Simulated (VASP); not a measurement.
Wanted: the native input for a VASP 6.6.1 run.

- Task: single point
- Functional: PBE
- Potentials or basis: VASP PAW PBE potentials, release 64 (Zn, In_d, Cl)
- Cutoff: 520 eV
- k mesh: 4 × 4 × 4
- Occupations: gaussian, width 0.1 eV
- Spin: no spin polarisation
- Dipole correction: no
- Further INCAR settings: ALGO = Normal; EDIFF = 1e-06; NBANDS = 36

The structure of ZnInCl4 lies in POSCAR:

```
ZnInCl4
1.0
    4.6107183665      0.0000000000      0.0000000000
    0.0000000000      4.6107183665      0.0000000000
    0.0000000000      0.0000000000      6.6769197616
Zn In Cl
1 1 4
Direct
    0.5000000000      0.5000000000      0.5000000000
    0.0000000000      0.0000000000      0.0000000000
    0.5000000000      0.0000000000      0.2668537324
    0.0000000000      0.5000000000      0.7331462676
    0.5000000000      0.0000000000      0.7331462676
    0.0000000000      0.5000000000      0.2668537324
```

These files were run (other wordings do the same):

INCAR

```
SYSTEM = ZnInCl4
  PREC = Accurate
  ENCUT = 520
  EDIFF = 1E-6
  ISMEAR = 0
  SIGMA = 0.1
  LREAL = .False.
  LASPH = .True.
  NELM = 100
  ALGO = Normal
  ISIF = 2
  LWAVE = .False.
  LCHARG = .False.
  GGA = PE
  NBANDS = 36
```

KPOINTS

```
Automatic mesh
0
Gamma
  4 4 4
  0 0 0
```

Potentials or basis: VASP PAW PBE potentials, release 64 (Zn, In_d, Cl).

Launch:

```console
$ cat potpaw_PBE.64/Zn/POTCAR potpaw_PBE.64/In_d/POTCAR potpaw_PBE.64/Cl/POTCAR > POTCAR
$ mpirun -np 1 vasp_std > vasp.out
```

It gave:

```yaml
Pressure: 0.0 GPa
```

Caveat: an odd number of electrons without spin polarisation forces a metal; a magnetic or distorted state may lie lower.

It took 2.3 min on 1 thread of Oxide Virtual Turin-like Processor, on a shared host, peak memory 0.24 GiB.
